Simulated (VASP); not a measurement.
Set up this calculation in VASP 6.6.1, as the native input.

- Task: single point
- Functional: PBEsol
- Potentials or basis: VASP PAW PBE potentials, release 64 (B, N)
- Cutoff: 520 eV
- k mesh: 9 × 9 × 6
- Occupations: gaussian, width 0.02 eV
- Spin: no spin polarisation
- Dipole correction: no
- Further INCAR settings: ALGO = Normal; EDIFF = 1e-07; NBANDS = 16

The structure of BN (sol2) lies in POSCAR:

```
BN
1.0
    2.5659661646      0.0000000000      0.0000000000
   -1.2829830823      2.2221918838      0.0000000000
    0.0000000000      0.0000000000      4.3035180269
B N
2 2
Direct
    0.3333333333      0.6666666667     -0.0005252662
    0.6666666667      0.3333333333      0.4994747338
    0.3333333333      0.6666666667      0.3745252662
    0.6666666667      0.3333333333      0.8745252662
```

This cell differs from its parent crystal: strained cell.

The input as run:

INCAR

```
SYSTEM = BN
ALGO = Normal ; EDIFF = 1E-7
ENCUT = 520 ; GGA = PS
ISIF = 2 ; ISMEAR = 0
LASPH = .TRUE. ; LCHARG = .TRUE.
LELF = .TRUE. ; LREAL = .FALSE.
LVHAR = .TRUE. ; LWAVE = .FALSE.
NBANDS = 16 ; NELM = 100
PREC = Accurate ; SIGMA = 0.02
```

KPOINTS

```
k-points
0
G
  9 9 6
  0 0 0
```

Potentials or basis: VASP PAW PBE potentials, release 64 (B, N).

The run is started by

```bash
$ cat potpaw_PBE.64/B/POTCAR potpaw_PBE.64/N/POTCAR > POTCAR
$ mpirun -np 1 vasp_std > vasp.out
```

Results of the run:

The pressure is -14.8 GPa, the largest force is 0.009 eV/Å and the band gap on the k mesh is 5.00 eV, indirect (least direct gap 7.85 eV).

Caveat: the cell differs from its parent crystal (strained cell); the PAW data sets were made with another functional, which shifts forces and pressure a little.

Wall time 7.1 s on 1 thread of Intel(R) Xeon(R) 6975P-C (Granite Rapids) (shared host), peak memory 0.13 GiB.
